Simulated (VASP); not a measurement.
Here is a VASP 6.6.1 calculation.

The input INCAR:

```
PREC = Accurate
ENCUT = 520
EDIFF = 1E-7
ISMEAR = 0
SIGMA = 0.05
LREAL = F
LASPH = T
NELM = 100
ALGO = Normal
ISIF = 2
LWAVE = F
LCHARG = F
GGA = PE
NBANDS = 27
```

KPOINTS

```
regular mesh
0
Gamma
  8 8 6
```

POSCAR

```
InSe
1.0
    5.7418854575     -2.0623790766     -0.1306417848
    5.7418854575      2.0623790766     -0.1306417848
   -1.6623467844      0.0000000000      5.4603689881
In Se
2 2
Direct
    0.8917646502      0.8917646502      0.0731573398
    0.1082353498      0.1082353498      0.9268426602
    0.6729366965      0.6729366965      0.6919091170
    0.3270633035      0.3270633035      0.3080908830
```

Potentials or basis: VASP PAW PBE potentials, release 64 (In_d, Se).

Command:

```sh
$ cat potpaw_PBE.64/In_d/POTCAR potpaw_PBE.64/Se/POTCAR > POTCAR
$ mpirun -np 1 vasp_std > vasp.out
```

Task: Estimate the pressure.

Result: -0.4 GPa.

Task: What does it give for the band gap on the k mesh?

Result: 0.97 eV (least direct gap 1.12 eV).

Task: Predict the largest force.

Result: 0.181 eV/Å.

Stress tensor (GPa, compression positive):
```
-0.77  0.00  0.22
 0.00 -0.31  0.00
 0.22  0.00 -0.20
```

Caveat: the cell differs from its parent crystal (atoms displaced along a vibrational mode); spin-orbit coupling is left out, which moves the levels of the heavy elements. A k mesh can miss the band edges.
